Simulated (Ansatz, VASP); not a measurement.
## TaAl2: VASP beside Ansatz

```
Ta Al
1.0
     4.45129    0.00000    0.00000
    -2.22564    3.85493    0.00000
     0.00000    0.00000    2.83925
Ta Al
1 2
Direct
  0.00000 0.00000 0.00000
  0.33333 0.66667 0.50000
  0.66667 0.33333 0.50000
```

Change from the starting cell: species swapped into the YbSi2 type (P6/mmm, No. 191).

Alike in both runs: task relaxation of cell and atoms; functional PBE; k mesh 6 × 6 × 6; occupations gaussian, width 0.1 eV; no spin polarisation.

|  | VASP | Ansatz |
| --- | --- | --- |
| version | VASP 6.6.1 | Ansatz 0.2.0 |
| potentials or method | VASP PAW PBE potentials, release 64 (Ta_pv, Al), cutoff 600 eV | scalar-relativistic, plane waves, PAW |
| valence electrons in the cell | 17 | 19 |

Ansatz gave:

- gap on the k mesh at the Fermi level, each at its own relaxed structure (eV): none
- relaxed volume (Å³/atom): 16.33
- relaxed cell length with the largest relative difference (Å): 4.504

Question: Estimate VASP's values.

Answer: gap on the k mesh at the Fermi level, each at its own relaxed structure (eV): none; relaxed volume (Å³/atom): 16.30; relaxed cell length with the largest relative difference (Å): 4.500.

A gap of «none» marks a metal or a gap that the smearing closes. VASP's potentials hold 17 valence electrons a cell and Ansatz's 19, so a difference there can come from the potentials and not from the codes.

The k mesh is coarse, so the values compare programs but aren't converged. Spin-orbit coupling is off throughout.
